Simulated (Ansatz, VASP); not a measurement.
**Ag: VASP beside Ansatz**

INCAR

```
ALGO = Normal
EDIFF = 1E-8
ENCUT = 520
GGA = PE
ISIF = 2
ISMEAR = -1
LASPH = T
LCHARG = F
LEFG = T
LREAL = F
LWAVE = F
NBANDS = 18
NELM = 80
PREC = Accurate
SIGMA = 0.03
```

Contents of KPOINTS:

```
k-points
0
Gamma
  13 13 7
```

File POSCAR:

```
Ag
1.0
    2.9299980804     -0.0585999616     -0.0585999616
   -1.5157480956      2.5667527515     -0.0214490746
   -0.0958000000     -0.0958000000      4.7900000000
Ag
2
Direct
    0.3333333333      0.6666666667      0.2500000000
    0.6666666667      0.3333333333      0.7500000000
```

Input for Ansatz:

```yaml
crystal:
  lattice:
    - [2.9299980804, -0.0585999616, -0.0585999616]
    - [-1.5157480956, 2.5667527515, -0.0214490746]
    - [-0.0958, -0.0958, 4.79]
  atoms:
    - { symbol: Ag, position: [0.3333333333, 0.6666666667, 0.25] }
    - { symbol: Ag, position: [0.6666666667, 0.3333333333, 0.75] }
kpoints:
  mp_grid: { grid: [13, 13, 7] }
scf:
  occupations: { method: fermi_dirac, width: 0.03 }
hamiltonian:
  xc: pbe
  pseudopotentials: { kind: paw }
output:
  forces: true
  stress: true
  eigenvalues: true
  efg: { contact_densities: true }
```

Change from the starting cell: equal xy, yz and zx shear strains of -4 %, PAW files.

Alike in both runs: task electric field gradients; functional PBE; k mesh 13 × 13 × 7; occupations fermi-dirac, width 0.03 eV; no spin polarisation.

|  | VASP | Ansatz |
| --- | --- | --- |
| version | VASP 6.6.1 | Ansatz 0.2.0 |
| potentials or method | VASP PAW PBE potentials, release 64 (Ag) | PAW with Ansatz's default frozen-core files, scalar-relativistic |
| plane-wave cutoff (eV) | 520 | 420 |
| valence electrons in the cell | 22 | 38 |

```csv
,VASP,Ansatz,Ansatz less VASP
pressure (GPa),0.5,0.6,+0.12
"traceless stress, the component that is largest in VASP (GPa)",1.29,1.32,+0.026
rms of the force components (eV/Å),0.044,0.044,+0.0003
size of Vzz on the site where it differs most (V/Å²),7.3,6.3,-0.99
```

Atom by atom the forces differ by 0.000 eV/Å (rms over components). VASP's potentials hold 22 valence electrons a cell and Ansatz's 38, so a difference there can come from the potentials and not from the codes.
